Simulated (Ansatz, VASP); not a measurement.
**Two plane-wave programs on GaSb3**

```
Ga Sb
1.0
     0.00000    3.62150    3.71964
     3.62150    0.00000    3.71964
     3.62150    3.62150    0.00000
Ga Sb
1 3
Direct
  0.00000 0.00000 0.00000
  0.25000 0.25000 0.25000
  0.75000 0.75000 0.75000
  0.50000 0.50000 0.50000
```

Alike in both runs: task single point; functional LDA; k mesh 10 × 10 × 10; occupations gaussian, width 0.15 eV; no spin polarisation.

|  | VASP | Ansatz |
| --- | --- | --- |
| version | VASP 6.6.1 | Ansatz 0.2.0 |
| potentials or method | VASP PAW LDA potentials, release 64 (Ga_d, Sb), cutoff 520 eV | scalar-relativistic, plane waves, PAW |
| valence electrons in the cell | 28 | 58 |

Ansatz gave:

- gap on the k mesh at the Fermi level (eV): none
- pressure (GPa): -1.6
- traceless stress, the component that is largest in VASP (GPa): -0.74

Q: What did VASP give for the same quantities?

A: gap on the k mesh at the Fermi level (eV): none; pressure (GPa): -1.5; traceless stress, the component that is largest in VASP (GPa): -0.75.

Ansatz warns that its potentials were made for another functional, while VASP's fit it. LDA's correlation is that of Perdew and Zunger in VASP and of Perdew and Wang (1992) in Ansatz. A gap of «none» marks a metal or a gap that the smearing closes. VASP's potentials hold 28 valence electrons a cell and Ansatz's 58, so a difference there can come from the potentials and not from the codes.

Spin-orbit coupling is off throughout.
